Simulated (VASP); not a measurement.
**Sb: single point with PBE+D3(BJ)**

The system is Sb.

```xyz
1
Lattice="-1.8703 1.8703 1.8703 1.8703 -1.8703 1.8703 1.8703 1.8703 -1.8703" Properties=species:S:1:pos:R:3 pbc="T T T"
Sb    0.0000    0.0000    0.0000
```

```yaml
Program: VASP 6.6.1
Task: single point
Functional: PBE
Dispersion: D3(BJ)
Potentials_or_basis: VASP PAW PBE potentials, release 64 (Sb)
Cutoff: 520 eV
k_mesh: 10 × 10 × 10
Occupations: fermi-dirac, width 0.05 eV
Spin: no spin polarisation
```

- Pressure: -0.1 GPa
- Dispersion energy per atom: -0.540 eV

Levels at points of the mesh, in eV from the Fermi level:
```
           k point  band 1  band 2  band 3  band 4  band 5  band 6  band 7  band 8
(0.00, 0.00, 0.00)  -13.06    5.73    5.73    5.73   10.67   10.67   10.67   11.83
(0.50, 0.00, 0.00)   -8.85   -5.76    1.76    3.84    6.53    6.97   13.95   15.31
(0.50, 0.50, 0.50)   -5.44   -2.05   -2.05   -2.05    2.92    2.92   17.72   17.72
```

Run time: 5.5 s on 1 thread of Intel(R) Xeon(R) Platinum 8259CL CPU @ 2.50GHz (Skylake/Cascade Lake), on a shared host, peak memory 0.14 GiB.

Caveat: spin-orbit coupling is left out, which moves the levels of the heavy elements; pairwise dispersion overbinds metals, which lowers pressure and volume.
